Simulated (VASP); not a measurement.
# Al48N49 (a cell with a defect) in VASP: single point with PBEsol

Aim: the single point of Al48N49 (a cell with a defect) with PBEsol.

Program: VASP 6.6.1. These are calculated values, not measurements. Logs are shortened: lines on timing, memory, paths and dates and some standing lists are left out, and cuts for length are marked.

## (1) The cell of the first run

The cell holds a defect, 97 atoms: a = 9.341 Å, b = 10.787 Å, c = 9.967 Å, α = 90.00°, β = 90.00°, γ = 90.00°.

## (2) Single point, PBEsol

INCAR reads:

```
PREC = Accurate
ENCUT = 520
EDIFF = 1E-6
ISMEAR = -1
SIGMA = 0.05
LREAL = Auto
LASPH = T
NELM = 120
ALGO = Normal
ISIF = 2
LWAVE = F
LCHARG = F
GGA = PS
NBANDS = 248
NELECT = 390.0
GGA_COMPAT = F
```

KPOINTS reads:

```
regular mesh
0
Gamma
  1 1 1
```

POSCAR reads:

```
Al48N49
1.0
    9.3414480000      0.0000000000      0.0000000000
    0.0000000000     10.7865750000      0.0000000000
    0.0000000000      0.0000000000      9.9670570000
Al N
48 49
Direct
    0.1653220000      0.0828960000      0.2491360000
    0.1670410000      0.0821540000      0.7481650000
    0.9981460000      0.3326730000      0.2454330000
    0.0192440000      0.3283770000      0.7532420000
    0.4983790000      0.0829050000      0.2491380000
    0.4967150000      0.0820750000      0.7481700000
    0.3318740000      0.3335440000      0.2490350000
    0.3319530000      0.3320150000      0.7503160000
    0.1645420000      0.5831940000      0.2486500000
    0.1617930000      0.5830380000      0.7454870000
    0.9985470000      0.8327740000      0.2479210000
    0.9992540000      0.8391110000      0.7486150000
    0.8318700000      0.0827600000      0.2491170000
    0.8318890000      0.0860790000      0.7479800000
    0.6656090000      0.3326900000      0.2454870000
    0.6445100000      0.3282060000      0.7533460000
    0.4991590000      0.5831920000      0.2486050000
    0.5020710000      0.5829920000      0.7454790000
    0.3318630000      0.8322560000      0.2484950000
    0.3318750000      0.8320490000      0.7476030000
    0.8318770000      0.5838940000      0.2456990000
    0.8318920000      0.5885810000      0.7431920000
    0.6651710000      0.8327940000      0.2479050000
    0.6645600000      0.8390300000      0.7485780000
    0.9986440000      0.1678650000      0.4969050000
    0.9988830000      0.1647820000      0.9992420000
    0.3318830000      0.1677320000      0.4980300000
    0.3318850000      0.1661100000      0.9995970000
    0.1622710000      0.4155560000      0.4993830000
    0.1660290000      0.4173030000      0.9991270000
    0.9976390000      0.6664970000      0.5000300000
    0.9984140000      0.6668710000      0.9953420000
    0.6651390000      0.1678400000      0.4969040000
    0.6648770000      0.1647330000      0.9992860000
    0.5014770000      0.4155350000      0.4994020000
    0.4977900000      0.4172930000      0.9991230000
    0.3318650000      0.6652570000      0.4993570000
    0.3318880000      0.6655920000      0.9966180000
    0.1653050000      0.9162660000      0.4981290000
    0.1658100000      0.9162490000      0.9988620000
    0.8319490000      0.4204670000      0.4986230000
    0.8318620000      0.4170180000      0.9941440000
    0.6661070000      0.6665400000      0.4998890000
    0.6653910000      0.6668430000      0.9953750000
    0.4984450000      0.9162560000      0.4981350000
    0.4979720000      0.9162260000      0.9988380000
    0.8318960000      0.9166210000      0.4980810000
    0.8318820000      0.9171940000      0.9986880000
    0.9985420000      0.1646690000      0.1885490000
    0.0007690000      0.1654470000      0.6891570000
    0.3318550000      0.1662010000      0.1898150000
    0.3319260000      0.1662530000      0.6895910000
    0.1656180000      0.4169180000      0.1886490000
    0.1770630000      0.4161880000      0.6890460000
    0.9991590000      0.6669870000      0.1864840000
    0.0014120000      0.6783040000      0.6893140000
    0.6651760000      0.1646770000      0.1886170000
    0.6629630000      0.1652960000      0.6891560000
    0.4981610000      0.4169030000      0.1886540000
    0.4868480000      0.4161870000      0.6891070000
    0.3318620000      0.6659550000      0.1884610000
    0.3319550000      0.6665660000      0.6895420000
    0.1657670000      0.9163650000      0.1894340000
    0.1674080000      0.9182640000      0.6888600000
    0.8318720000      0.4168210000      0.1851110000
    0.9128470000      0.4420120000      0.6729250000
    0.6645660000      0.6669880000      0.1865260000
    0.6625410000      0.6782310000      0.6892030000
    0.4979650000      0.9163790000      0.1894250000
    0.4964250000      0.9181640000      0.6888640000
    0.8318590000      0.9165080000      0.1891810000
    0.8318990000      0.9208880000      0.6890910000
    0.1656430000      0.0829730000      0.4394880000
    0.1658970000      0.0827060000      0.9392900000
    0.9983780000      0.3309320000      0.4328080000
    0.0004750000      0.3309510000      0.9416180000
    0.4980980000      0.0829760000      0.4395080000
    0.4978380000      0.0826760000      0.9393010000
    0.3318630000      0.3334750000      0.4382700000
    0.3319160000      0.3320450000      0.9413130000
    0.1644970000      0.5830050000      0.4395700000
    0.1648220000      0.5828660000      0.9377250000
    0.9987450000      0.8340450000      0.4381280000
    0.9986180000      0.8352060000      0.9397970000
    0.8318820000      0.0831820000      0.4396610000
    0.8318640000      0.0836120000      0.9388440000
    0.6653530000      0.3309540000      0.4328800000
    0.6632790000      0.3308630000      0.9417120000
    0.4991960000      0.5830080000      0.4395220000
    0.4989570000      0.5828600000      0.9377680000
    0.3318690000      0.8324080000      0.4391440000
    0.3318770000      0.8328400000      0.9391150000
    0.8318600000      0.5872890000      0.4339930000
    0.8318810000      0.5837780000      0.9362450000
    0.6649840000      0.8340870000      0.4381110000
    0.6651440000      0.8351610000      0.9397800000
    0.7511300000      0.4416080000      0.6730700000
```

Potentials or basis: VASP PAW PBE potentials, release 64 (Al, N).

Started as:

```bash
$ cat potpaw_PBE.64/Al/POTCAR potpaw_PBE.64/N/POTCAR > POTCAR
$ mpirun -np 1 vasp_gam > vasp.out
```

OUTCAR:

```text
PREC = Accurate
   ENCUT = 520
   EDIFF = 1E-6
   ISMEAR = -1
   LREAL = Auto
   LASPH = T
   NELM = 120
   ISIF = 2
   GGA = PS
   NELECT = 390.0

 ion  position               nearest neighbor table
   1  0.165  0.083  0.249-  49 1.89  51 1.89  63 1.89  73 1.90  25 3.06  39 3.06  26 3.07  27 3.07
                            28 3.07  40 3.07   5 3.11   3 3.11  13 3.11  11 3.12  19 3.12   7 3.12
   2  0.167  0.082  0.748-  64 1.86  52 1.88  50 1.89  74 1.90   4 2.99  12 3.05  39 3.07  27 3.07
                            40 3.07  28 3.08   6 3.08  26 3.09  25 3.10   8 3.10  20 3.11  14 3.13
   3  0.998  0.333  0.245-  75 1.87  53 1.90  65 1.90  49 1.90  26 3.05  30 3.05  25 3.07  42 3.08
                            29 3.09  15 3.11  41 3.11  13 3.11   1 3.11   9 3.12   7 3.12  21 3.12
   4  0.019  0.328  0.753-  66 1.77  54 1.87  50 1.88  76 1.89   8 2.92  30 2.97   2 2.99  29 3.01
                            26 3.03  10 3.05  25 3.09  42 3.12  14 3.15  41 3.24  22 3.31
   5  0.498  0.083  0.249-  57 1.89  51 1.89  69 1.89  77 1.90  33 3.06  45 3.06  34 3.07  27 3.07
                            28 3.07  46 3.08   1 3.11  15 3.11  13 3.12  23 3.12   7 3.12  19 3.12
   6  0.497  0.082  0.748-  70 1.86  52 1.88  58 1.89  78 1.91  16 2.99  24 3.05  45 3.07  27 3.07
                            46 3.07  28 3.08   2 3.08  34 3.09  33 3.10   8 3.10  20 3.11  14 3.13
   7  0.332  0.334  0.249-  79 1.89  53 1.89  59 1.89  51 1.90  27 3.06  30 3.07  36 3.07  28 3.07
                            29 3.09  35 3.09  17 3.11   9 3.11   3 3.12  15 3.12   5 3.12   1 3.12
   8  0.332  0.332  0.750-  60 1.81  54 1.81  52 1.89  80 1.90  16 2.92   4 2.92  28 3.06  36 3.07
                            30 3.07  27 3.08  35 3.09  29 3.10   2 3.10   6 3.10  18 3.14  10 3.14
   9  0.165  0.583  0.249-  53 1.89  55 1.89  61 1.90  81 1.90  30 3.06  37 3.08  29 3.08  31 3.08
                            38 3.09  32 3.10  11 3.11  21 3.11  19 3.11   7 3.11   3 3.12  17 3.13
  10  0.162  0.583  0.745-  54 1.89  56 1.90  62 1.91  82 1.92  31 3.02  29 3.05   4 3.05  37 3.05
                            32 3.06  22 3.08  38 3.10  30 3.10  20 3.12   8 3.14  12 3.15  18 3.18
  11  0.999  0.833  0.248-  55 1.89  71 1.89  63 1.90  83 1.90  40 3.07  48 3.07  39 3.08  47 3.08
                            31 3.09  32 3.09  21 3.10   9 3.11  19 3.11  13 3.11  23 3.11   1 3.12
  12  0.999  0.839  0.749-  56 1.83  64 1.88  72 1.89  84 1.91   2 3.05  39 3.05  40 3.06  48 3.06
                            47 3.06  32 3.08  14 3.09  31 3.10  20 3.11  22 3.12  24 3.13  10 3.15
  13  0.832  0.083  0.249-  57 1.89  49 1.89  71 1.89  85 1.90  33 3.06  47 3.06  25 3.06  34 3.07
                            26 3.07  48 3.07   3 3.11  15 3.11  23 3.11  11 3.11   1 3.11   5 3.12
  14  0.832  0.086  0.748-  72 1.88  58 1.89  50 1.89  86 1.90  26 3.07  34 3.07  33 3.08  25 3.08
                            12 3.09  24 3.09  47 3.09  48 3.09   2 3.13   6 3.13  16 3.14   4 3.15
  15  0.666  0.333  0.245-  87 1.87  59 1.90  65 1.90  57 1.90  34 3.05  36 3.05  33 3.07  42 3.08
                            35 3.09   3 3.11  41 3.11  13 3.11   5 3.11  17 3.12   7 3.12  21 3.12
  16  0.645  0.328  0.753-  97 1.77  60 1.87  58 1.88  88 1.89   8 2.92  36 2.97   6 2.99  35 3.01
                            34 3.03  18 3.05  33 3.09  42 3.12  14 3.14  41 3.24  22 3.31
  17  0.499  0.583  0.249-  59 1.89  67 1.89  61 1.90  89 1.90  36 3.06  37 3.08  43 3.08  35 3.09
[... 415 lines left out ...]
  Thomas-Fermi vector in A             =   2.330369
   LORBIT       =      0    0 simple, 1 ext, 2 COOP (PROOUT), +10 PAW based schemes
   GGA     = PS    functional components
   LHFCALC =     F    Hartree Fock is set to
   AEXX    =    0.0000 exact exchange contribution
   IVDW    =     0    specifies the selected vdW correction
   LEPSILON=     F    determine dielectric tensor
   LRPA    =     F    only Hartree local field effects (RPA)
 non-spin polarized calculation
  energy-cutoff  :      520.00
  volume of cell :     1004.30
 maximum number of plane-waves:     13542
 NGX is ok and might be reduce to    70
   NGX = 35   NGY = 41   NGZ = 37

 number of electron     390.0000004 magnetization

 Free energy of the ion-electron system (eV)
  ---------------------------------------------------
  ext. energy  EPLUGINS =         0.00000000
  ---------------------------------------------------
  free energy    TOTEN  =      -746.09113807 eV

  energy without entropy =     -746.09113807  energy(sigma->0) =     -746.09113807

 E-fermi :   8.9141     XC(G=0): -11.1477

 val. band max:        7.6761775062   @ k =   0.0000   0.0000   0.0000
 cond. band min:      10.2042891052   @ k =   0.0000   0.0000   0.0000
 fundamental gap:      2.5281115990
 Fermi energy:         8.9140874757

 k-point     1 :       0.0000    0.0000    0.0000
  band No.  band energies     occupation
      1     -10.3520      2.00000
      2      -9.0444      2.00000
      3      -8.3374      2.00000
      4      -8.3136      2.00000
      5      -8.1811      2.00000
      6      -8.1702      2.00000
[... 199 lines left out ...]
    206      11.8348      0.00000
    207      11.8691      0.00000
 [bands above 207 left out]

------------------------ aborting loop because EDIFF is reached ----------------------------------------

  FORCE on cell =-STRESS in cart. coord.  units (eV):
  Direction    XX          YY          ZZ          XY          YZ          ZX
  --------------------------------------------------------------------------------------
  -------------------------------------------------------------------------------------
  Total       29.6890931     21.5307361     16.0974974     -0.0202952     -0.1010678     -0.0071384
  in kB       47.3633927     34.3482607     25.6805450     -0.0323772     -0.1612348     -0.0113879
  external PRESSURE =      35.7973994 kB  Pullay stress =       0.0000000 kB

 VOLUME and BASIS-vectors are now :
 -----------------------------------------------------------------------------
  energy-cutoff  :      520.00
  volume of cell :     1004.30
      direct lattice vectors                 reciprocal lattice vectors
     9.341448000  0.000000000  0.000000000     0.107049785  0.000000000  0.000000000
     0.000000000 10.786575000  0.000000000     0.000000000  0.092707834  0.000000000
     0.000000000  0.000000000  9.967057000     0.000000000  0.000000000  0.100330519

 POSITION                                       TOTAL-FORCE (eV/Angst)
 -----------------------------------------------------------------------------------
      1.54435      0.89416      2.48315         0.004227      0.037696     -0.034289
      1.56040      0.88616      7.45700         0.004496      0.020893     -0.034572
      9.32413      3.58840      2.44624         0.008163      0.040650     -0.032376
      0.17977      3.54206      7.50761        -0.027080     -0.021020      0.023480
      4.65558      0.89426      2.48317         0.006766      0.034013     -0.027601
      4.64004      0.88531      7.45705         0.007106      0.012975     -0.032648
[... 89 lines left out ...]
      6.21341      9.00853      9.36684         0.003892      0.057210      0.031777
      7.01664      4.76344      6.70853        -0.356964     -0.018512      0.022444
 -----------------------------------------------------------------------------------
    total drift:                               -0.011792     -0.008204     -0.028937

  FREE ENERGIE OF THE ION-ELECTRON SYSTEM (eV)
  ---------------------------------------------------
  free  energy   TOTEN  =      -746.0911380684 eV

  energy  without entropy=     -746.0911380684  energy(sigma->0) =     -746.09113807
```

It took 11 min on 1 thread of Oxide Virtual Turin-like, shared host; peak memory 0.8 GiB.

What came out:

| Property | Result |
| --- | --- |
| Free energy | -746.0911 eV |
| Largest force | 0.378 eV/Å |

Forces in eV/Å, atoms in the order of the input:
```
Al   0.004  0.038 -0.034
Al   0.004  0.021 -0.035
Al   0.008  0.041 -0.032
Al  -0.027 -0.021  0.023
Al   0.007  0.034 -0.028
Al   0.007  0.013 -0.033
Al   0.000  0.027 -0.032
Al  -0.012 -0.099  0.069
Al   0.000  0.038 -0.033
Al  -0.001  0.034 -0.033
Al   0.003  0.037 -0.026
Al   0.006  0.040 -0.020
Al  -0.005  0.029 -0.033
Al  -0.002  0.029 -0.027
Al  -0.010  0.039 -0.029
Al   0.032 -0.028  0.017
Al   0.006  0.033 -0.025
Al   0.003  0.042 -0.031
Al  -0.003  0.040 -0.027
Al   0.000  0.050 -0.031
Al  -0.002  0.029 -0.035
Al   0.003  0.043 -0.012
Al  -0.001  0.038 -0.032
Al  -0.001  0.041 -0.017
Al  -0.001 -0.044 -0.035
Al   0.001 -0.035 -0.018
Al  -0.004 -0.039 -0.032
Al  -0.005 -0.037 -0.024
Al  -0.009 -0.031 -0.042
Al   0.002 -0.044 -0.027
Al   0.004 -0.027 -0.031
Al  -0.002 -0.035 -0.032
Al  -0.003 -0.040 -0.037
Al  -0.006 -0.041 -0.015
Al   0.006 -0.021 -0.042
Al   0.005 -0.043 -0.017
Al   0.000 -0.026 -0.029
Al  -0.004 -0.030 -0.035
Al   0.003 -0.041 -0.028
Al  -0.004 -0.034 -0.028
Al  -0.019 -0.031 -0.050
Al  -0.001 -0.032 -0.029
Al  -0.001 -0.033 -0.026
Al  -0.004 -0.033 -0.028
Al   0.000 -0.036 -0.024
Al   0.006 -0.036 -0.022
Al  -0.005 -0.040 -0.033
Al  -0.005 -0.033 -0.023
N   -0.003 -0.073  0.022
N   -0.019 -0.057  0.035
N   -0.001 -0.048  0.030
N   -0.005 -0.052  0.028
N   -0.015 -0.045  0.029
N   -0.043  0.097 -0.057
N    0.010 -0.049  0.027
N   -0.040 -0.042  0.021
N    0.006 -0.076  0.017
N    0.018 -0.051  0.037
N    0.010 -0.043  0.028
N    0.042  0.092 -0.064
N   -0.002 -0.062  0.033
N   -0.004 -0.083  0.024
N    0.002 -0.052  0.029
N    0.017 -0.041  0.032
N    0.001 -0.055  0.026
N    0.372 -0.056  0.034
N   -0.007 -0.049  0.023
N    0.029 -0.049  0.024
N   -0.004 -0.054  0.027
N   -0.026 -0.036  0.032
N    0.002 -0.047  0.027
N    0.001 -0.058  0.028
N    0.000  0.056  0.034
N    0.005  0.055  0.024
N    0.016  0.047  0.024
N    0.008  0.045  0.031
N    0.000  0.053  0.031
N   -0.001  0.055  0.024
N    0.002  0.064  0.049
N   -0.003  0.060  0.029
N    0.007  0.053  0.033
N    0.006  0.051  0.027
N    0.001  0.052  0.025
N    0.000  0.056  0.033
N    0.003  0.059  0.030
N    0.004  0.062  0.025
N   -0.008  0.044  0.015
N   -0.008  0.051  0.027
N   -0.003  0.052  0.038
N   -0.002  0.051  0.019
N    0.000  0.045  0.032
N    0.000  0.044  0.031
N    0.004  0.051  0.026
N    0.002  0.050  0.026
N    0.005  0.051  0.024
N    0.004  0.057  0.032
N   -0.357 -0.019  0.022
```

Levels at points of the mesh, in eV from the Fermi level:
```csv
k point,band 193,band 194,band 195,band 196,band 197,band 198
"(0.00, 0.00, 0.00)",-2.82,-1.53,-1.24,1.29,2.03,2.10
```

Caveat: the k points lie up to 0.67 Å⁻¹ apart; the cell carries a net charge on a neutralising background, which shifts energy and pressure; the cell is charged against a uniform background, so pressure and absolute levels hang on convention; the PAW data sets were made with another functional, which shifts forces and pressure a little.
